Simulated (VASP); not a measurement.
# BN (Cmcm) in VASP: single point with HSE06

Aim: the single point of BN with HSE06.

Program: VASP 6.6.1. These are calculated values, not measurements. Logs are shortened: lines on timing, memory, paths and dates and some standing lists are left out, and cuts for length are marked.

## (1) The cell of the first run

The typed cell holds 36 atoms: a = 7.465 Å, b = 7.465 Å, c = 6.495 Å, α = 90.00°, β = 90.00°, γ = 120.00°.

## (2) Single point, HSE06

POSCAR

```
BN
1.0
    7.4650312800      0.0000000000      0.0000000000
   -3.7325156400      6.4649067300      0.0000000000
    0.0000000000      0.0000000000      6.4954828800
B N
18 18
Direct
    0.1111968464      0.2221364870      0.2500000000
    0.2221364870      0.1111968464      0.7500000000
    0.1111968464      0.5554698203      0.2500000000
    0.2221364870      0.4445301797      0.7500000000
    0.1111968464      0.8888031536      0.2500000000
    0.2221364870      0.7778635130      0.7500000000
    0.4445301797      0.2221364870      0.2500000000
    0.5554698203      0.1111968464      0.7500000000
    0.4445301797      0.5554698203      0.2500000000
    0.5554698203      0.4445301797      0.7500000000
    0.4445301797      0.8888031536      0.2500000000
    0.5554698203      0.7778635130      0.7500000000
    0.7778635130      0.2221364870      0.2500000000
    0.8888031536      0.1111968464      0.7500000000
    0.7778635130      0.5554698203      0.2500000000
    0.8888031536      0.4445301797      0.7500000000
    0.7778635130      0.8888031536      0.2500000000
    0.8888031536      0.7778635130      0.7500000000
    0.1114069254      0.2219264080      0.7500000000
    0.2219264080      0.1114069254      0.2500000000
    0.1114069254      0.5552597413      0.7500000000
    0.2219264080      0.4447402587      0.2500000000
    0.1114069254      0.8885930746      0.7500000000
    0.2219264080      0.7780735920      0.2500000000
    0.4447402587      0.2219264080      0.7500000000
    0.5552597413      0.1114069254      0.2500000000
    0.4447402587      0.5552597413      0.7500000000
    0.5552597413      0.4447402587      0.2500000000
    0.4447402587      0.8885930746      0.7500000000
    0.5552597413      0.7780735920      0.2500000000
    0.7780735920      0.2219264080      0.7500000000
    0.8885930746      0.1114069254      0.2500000000
    0.7780735920      0.5552597413      0.7500000000
    0.8885930746      0.4447402587      0.2500000000
    0.7780735920      0.8885930746      0.7500000000
    0.8885930746      0.7780735920      0.2500000000
```

INCAR.step1

```
ALGO = Normal
EDIFF = 1E-5
ENCUT = 520
GGA = PE
ISIF = 2
ISMEAR = -1
LASPH = True
LCHARG = False
LREAL = Auto
LWAVE = True
NBANDS = 96
NELM = 60
PREC = Accurate
SIGMA = 0.01
```

INCAR.step2

```
ALGO = Normal
EDIFF = 1E-7
ENCUT = 520
GGA = PE
HFSCREEN = 0.2079
ISIF = 2
ISMEAR = -1
ISTART = 1
LASPH = True
LCHARG = False
LHFCALC = True
LREAL = Auto
LWAVE = False
NBANDS = 96
NELM = 60
PREC = Accurate
PRECFOCK = Fast
SIGMA = 0.01
```

KPOINTS

```
Automatic mesh
0
Gamma
  1 1 1
  0.25 0.25 0.25
```

Potentials or basis: VASP PAW PBE potentials, release 64 (B, N).

The run is started by

```
> cat potpaw_PBE.64/B/POTCAR potpaw_PBE.64/N/POTCAR > POTCAR
> cp INCAR.step1 INCAR
> mpirun -np 1 vasp_std > vasp.out
> cp INCAR.step2 INCAR
> mpirun -np 1 vasp_std > vasp.out
```

OUTCAR:

```text
EDIFF = 1E-7
   ENCUT = 520
   GGA = PE
   HFSCREEN = 0.2079
   ISIF = 2
   ISMEAR = -1
   ISTART = 1
   LASPH = True
   LHFCALC = True
   LREAL = Auto
   NELM = 60
   PREC = Accurate
   PRECFOCK = Fast

 ion  position               nearest neighbor table
   1  0.111  0.222  0.250-  20 1.43  22 1.44  32 1.44
   2  0.222  0.111  0.750-  19 1.43  25 1.44  23 1.44
   3  0.111  0.555  0.250-  22 1.43  24 1.44  34 1.44
   4  0.222  0.445  0.750-  21 1.43  27 1.44  19 1.44
   5  0.111  0.889  0.250-  24 1.43  36 1.44  20 1.44
   6  0.222  0.778  0.750-  23 1.43  29 1.44  21 1.44
[... 28 lines left out ...]
  35  0.778  0.889  0.750-  18 1.43  12 1.44  14 1.44
  36  0.889  0.778  0.250-  17 1.43  15 1.44   5 1.44

  LATTYP: Found a hexagonal cell.
 ALAT       =     7.4650312800
 C/A-ratio  =     0.8701213212

  Lattice vectors:

 A1 = (   7.4650312800,   0.0000000000,   0.0000000000)
 A2 = (  -3.7325156400,   6.4649067300,   0.0000000000)
 A3 = (   0.0000000000,   0.0000000000,   6.4954828800)

Analysis of symmetry for initial positions (statically):
=====================================================================
 Subroutine PRICEL returns following result:

  LATTYP: Found a hexagonal cell.
 ALAT       =     2.4883437598
 C/A-ratio  =     2.6103639638

  Lattice vectors:

 A1 = (   2.4883437598,   0.0000000000,   0.0000000000)
 A2 = (  -1.2441718802,   2.1549689104,   0.0000000000)
 A3 = (   0.0000000000,   0.0000000000,   6.4954828800)

   9 primitive cells build up your supercell.

 Routine SETGRP: Setting up the symmetry group for a
 hexagonal supercell.

 Subroutine GETGRP returns: Found  8 space group operations
 (whereof  4 operations were pure point group operations)
 out of a pool of 24 trial point group operations.

The static configuration has the point symmetry C_2h.
 The point group associated with its full space group is D_2h.

Analysis of symmetry for dynamics (positions and initial velocities):
=====================================================================
 Subroutine PRICEL returns following result:

  LATTYP: Found a hexagonal cell.
 ALAT       =     2.4883437598
 C/A-ratio  =     2.6103639638

  Lattice vectors:

 A1 = (   2.4883437598,   0.0000000000,   0.0000000000)
 A2 = (  -1.2441718802,   2.1549689104,   0.0000000000)
 A3 = (   0.0000000000,   0.0000000000,   6.4954828800)

   9 primitive cells build up your supercell.

 Routine SETGRP: Setting up the symmetry group for a
 hexagonal supercell.

 Subroutine GETGRP returns: Found  8 space group operations
 (whereof  4 operations were pure point group operations)
 out of a pool of 24 trial point group operations.

The dynamic configuration has the point symmetry C_2h.
 The point group associated with its full space group is D_2h.

 Subroutine INISYM returns: Found  8 space group operations
 (whereof  4 operations are pure point group operations),
 and found     9 'primitive' translations

----------------------------------------------------------------------------------------

                                     Primitive cell

  volume of cell :      34.8308

  direct lattice vectors                    reciprocal lattice vectors
     2.488343760  0.000000000  0.000000000     0.401873735  0.232021909  0.000000000
    -1.244171880  2.154968910  0.000000000     0.000000000  0.464043818  0.000000000
     0.000000000  0.000000000  6.495482880     0.000000000  0.000000000  0.153953142

  length of vectors
     2.488343760  2.488343761  6.495482880     0.464043818  0.464043818  0.153953142

  position of ions in fractional coordinates (direct lattice)
     0.333590539  0.666409461  0.250000000
     0.666409461  0.333590539  0.750000000
     0.334220776  0.665779224  0.750000000
     0.665779224  0.334220776  0.250000000

  ion indices of the primitive-cell ions
   primitive index   ion index
                 1           1
                 2           2
                 3          19
                 4          20

----------------------------------------------------------------------------------------

 KPOINTS: Automatic mesh

Automatic generation of k-mesh.
 Grid dimensions read from file:
 generate k-points for:    1    1    1

 Generating k-lattice:

  Cartesian coordinates                     Fractional coordinates (reciprocal lattice)
     0.133957912  0.077340636  0.000000000     1.000000000  0.000000000  0.000000000
     0.000000000  0.154681273  0.000000000     0.000000000  1.000000000  0.000000000
     0.000000000  0.000000000  0.153953142     0.000000000  0.000000000  1.000000000

  Length of vectors
     0.154681273  0.154681273  0.153953142

  Shift w.r.t. Gamma in fractional coordinates (k-lattice)
     0.250000000  0.250000000  0.250000000

 Subroutine IBZKPT returns following result:
 ===========================================

 Found      2 irreducible k-points:

 Following reciprocal coordinates:
            Coordinates               Weight
  0.250000  0.250000  0.250000      4.000000
 -0.250000  0.500000  0.250000      8.000000
   k-points           NKPTS =      2   k-points in BZ     NKDIM =     12   number of bands    NBANDS=     96
   number of dos      NEDOS =    301   number of ions     NIONS =     36
   total plane-waves  NPLWV = 150528
   dimension x,y,z NGX =    56 NGY =   56 NGZ =   48
   dimension x,y,z NGXF=   112 NGYF=  112 NGZF=   96
   ions per type =              18  18
   NGX,Y,Z   is equivalent  to a cutoff of  12.47, 12.47, 12.29 a.u.
   NGXF,Y,Z  is equivalent  to a cutoff of  24.94, 24.94, 24.57 a.u.
 SYSTEM =  unknown system
   PREC   = accura    normal or accurate (medium, high low for compatibility)
   ISTART =      1    job   : 0-new  1-cont  2-samecut
   ICHARG =      0    charge: 1-file 2-atom 10-const
   ISPIN  =      1    spin polarized calculation?
   LNONCOLLINEAR =      F non collinear calculations
   LSORBIT =      F    spin-orbit coupling
   LASPH  =      T    aspherical Exc in radial PAW
   ENCUT  =  520.0 eV  38.22 Ry    6.18 a.u.  13.88 13.88 12.08*2*pi/ulx,y,z
   NELM   =     60;   NELMIN=  2; NELMDL=  0     # of ELM steps
   EDIFF  = 0.1E-06   stopping-criterion for ELM
   LREAL  =      T    real-space projection
   EDIFFG = 0.1E-05   stopping-criterion for IOM
   NSW    =      0    number of steps for IOM
   IBRION =     -1    ionic relax: 0-MD 1-quasi-New 2-CG
   NFREE  =      0    steps in history (QN), initial steepest desc. (CG)
   ISIF   =      2    stress and relaxation
   ISYM   =      3    0-nonsym 1-usesym 2-fastsym
   POTIM  = 0.5000    time-step for ionic-motion
   TEBEG  =    0.0;   TEEND  =   0.0 temperature during run
   PSTRESS=    0.0 pullay stress
   NELECT =     144.0000    total number of electrons
   NUPDOWN=      -1.0000    fix difference up-down
   EMIN   =  10.00;   EMAX   =-10.00  energy-range for DOS
   EFERMI =   0.00;   METHOD = LEGACY
   ISMEAR =    -1;   SIGMA  =   0.01  broadening in eV -4-tet -1-fermi 0-gaus
   EFERMI_NEDOS =   21; number of points for ismear=-14 and -15
   IALGO  =     38    algorithm
   IMIX   =      1    mixing-type and parameters
     AMIX     =   0.40;   BMIX     =  1.00
     AMIX_MAG =   1.60;   BMIX_MAG =  1.00
  volume/ion in A,a.u.               =       8.71        58.76
  Fermi-wavevector in a.u.,A,eV,Ry     =   1.263166  2.387038 21.709310  1.595589
  Thomas-Fermi vector in A             =   2.396537
   LORBIT       =      0    0 simple, 1 ext, 2 COOP (PROOUT), +10 PAW based schemes
   GGA     = PE    functional components
   LHFCALC =     T    Hartree Fock is set to
   PRECFOCK=fast      Normal, Fast or Accurate (Low or Medium for compatibility)
   ENCUT4O =  -1.0   cutoff for four orbital integrals eV
   NKREDX  =     1    reduce k-point grid by
   NKREDY  =     1    reduce k-point grid by
   NKREDZ  =     1    reduce k-point grid by
   AEXX    =    0.2500 exact exchange contribution
   HFSCREEN=    0.2079 screening length (either q_TF or 0.3 A-1)
   HFSCREENC=   0.2079 screening length for correlation (either q_TF or 0.3 A-1)
   ENCUTFOCK=  -1.0 apply spherical cutoff to Coloumb kernel
   IVDW    =     0    specifies the selected vdW correction
   LEPSILON=     F    determine dielectric tensor
   LRPA    =     F    only Hartree local field effects (RPA)
 non-spin polarized calculation
  energy-cutoff  :      520.00
  volume of cell :      313.48
 maximum number of plane-waves:      8452
  NGX = 30; NGY = 30; NGZ = 28

 number of electron     144.0000001 magnetization

 Free energy of the ion-electron system (eV)
  ---------------------------------------------------
  ext. energy  EPLUGINS =         0.00000000
  ---------------------------------------------------
  free energy    TOTEN  =      -367.49895983 eV

  energy without entropy =     -367.49895983  energy(sigma->0) =     -367.49895983

 E-fermi :   1.7098     XC(G=0):  -8.4662

 val. band max:        1.4372416809   @ k =   0.2500   0.2500   0.2500
 cond. band min:       7.6262698788   @ k =   0.2500   0.2500   0.2500
 fundamental gap:      6.1890281979
 Fermi energy:         1.7098328406

 k-point     1 :       0.2500    0.2500    0.2500
  band No.  band energies     occupation
      1     -17.5428      2.00000
      2     -17.2978      2.00000
      3     -16.9718      2.00000
      4     -16.9718      2.00000
      5     -16.7432      2.00000
      6     -16.7432      2.00000
[... 76 lines left out ...]
     83       9.9304      0.00000
     84      10.4580      0.00000

 k-point     2 :      -0.2500    0.5000    0.2500
  band No.  band energies     occupation
      1     -17.5438      2.00000
      2     -17.2988      2.00000
      3     -16.9728      2.00000
      4     -16.9703      2.00000
      5     -16.7443      2.00000
      6     -16.7415      2.00000
[... 76 lines left out ...]
     83       9.9650      0.00000
     84      10.4771      0.00000
 [bands above 84 left out]

------------------------ aborting loop because EDIFF is reached ----------------------------------------

  FORCE on cell =-STRESS in cart. coord.  units (eV):
  Direction    XX          YY          ZZ          XY          YZ          ZX
  --------------------------------------------------------------------------------------
  -------------------------------------------------------------------------------------
  Total        7.6606071      8.5167710      5.8032038      0.7414597     -0.0000000      0.0000000
  in kB       39.1533055     43.5291526     29.6601311      3.7895948     -0.0000000      0.0000000
  external PRESSURE =      37.4475297 kB  Pullay stress =       0.0000000 kB

 VOLUME and BASIS-vectors are now :
 -----------------------------------------------------------------------------
  energy-cutoff  :      520.00
  volume of cell :      313.48
      direct lattice vectors                 reciprocal lattice vectors
     7.465031280  0.000000000  0.000000000     0.133957912  0.077340636  0.000000000
    -3.732515640  6.464906730  0.000000000     0.000000000  0.154681273  0.000000000
     0.000000000  0.000000000  6.495482880     0.000000000  0.000000000  0.153953142

 POSITION                                       TOTAL-FORCE (eV/Angst)
 -----------------------------------------------------------------------------------
      0.00096      1.43609      1.62387        -0.191639      0.110643      0.000000
      1.24321      0.71888      4.87161         0.191639     -0.110643      0.000000
     -1.24321      3.59106      1.62387        -0.191639      0.110643      0.000000
     -0.00096      2.87385      4.87161         0.191639     -0.110643      0.000000
     -2.48738      5.74603      1.62387        -0.191639      0.110643      0.000000
     -1.24513      5.02882      4.87161         0.191639     -0.110643      0.000000
[... 28 lines left out ...]
      2.49166      5.74467      4.87161        -0.192455      0.111114     -0.000000
      3.72920      5.03017      1.62387         0.192455     -0.111114     -0.000000
 -----------------------------------------------------------------------------------
    total drift:                                0.000000      0.000000      0.000000

  FREE ENERGIE OF THE ION-ELECTRON SYSTEM (eV)
  ---------------------------------------------------
  free  energy   TOTEN  =      -367.4989598315 eV

  energy  without entropy=     -367.4989598315  energy(sigma->0) =     -367.49895983
```

Wall time 46 min (1 thread of Intel Xeon Platinum 8488C (Sapphire Rapids), shared host); peak memory 0.58 GiB.

Results:

```yaml
Free_energy: -367.4990 eV
Pressure: 3.7 GPa
Largest_force: 0.222 eV/Å
Band_gap_on_the_k_mesh: 6.19 eV
```

Forces in eV/Å, atoms in the order of the input:
```
B   -0.192  0.111  0.000
B    0.192 -0.111  0.000
B   -0.192  0.111  0.000
B    0.192 -0.111  0.000
B   -0.192  0.111  0.000
B    0.192 -0.111  0.000
B   -0.192  0.111  0.000
B    0.192 -0.111  0.000
B   -0.192  0.111  0.000
B    0.192 -0.111  0.000
B   -0.192  0.111  0.000
B    0.192 -0.111  0.000
B   -0.192  0.111  0.000
B    0.192 -0.111  0.000
B   -0.192  0.111  0.000
B    0.192 -0.111  0.000
B   -0.192  0.111  0.000
B    0.192 -0.111  0.000
N   -0.192  0.111  0.000
N    0.192 -0.111  0.000
N   -0.192  0.111  0.000
N    0.192 -0.111  0.000
N   -0.192  0.111  0.000
N    0.192 -0.111  0.000
N   -0.192  0.111  0.000
N    0.192 -0.111  0.000
N   -0.192  0.111  0.000
N    0.192 -0.111  0.000
N   -0.192  0.111  0.000
N    0.192 -0.111  0.000
N   -0.192  0.111  0.000
N    0.192 -0.111  0.000
N   -0.192  0.111  0.000
N    0.192 -0.111  0.000
N   -0.192  0.111  0.000
N    0.192 -0.111  0.000
```

Levels at points of the mesh, in eV from the valence-band top:
| k point | band 69 | band 70 | band 71 | band 72 | band 73 | band 74 | band 75 | band 76 |
| --- | --- | --- | --- | --- | --- | --- | --- | --- |
| (0.25, 0.25, 0.25) | -0.41 | -0.36 | -0.36 | 0.00 | 6.19 | 6.27 | 6.27 | 6.98 |

Caveat: the cell stands under pressure; the PAW data sets were made with another functional, which shifts forces and pressure a little; a shifted mesh leaves out Γ, where band edges can lie; this functional lacks dispersion, which binds layers or chains, so the pressure and a relaxed spacing across them are unreliable. A k mesh can miss the band edges.
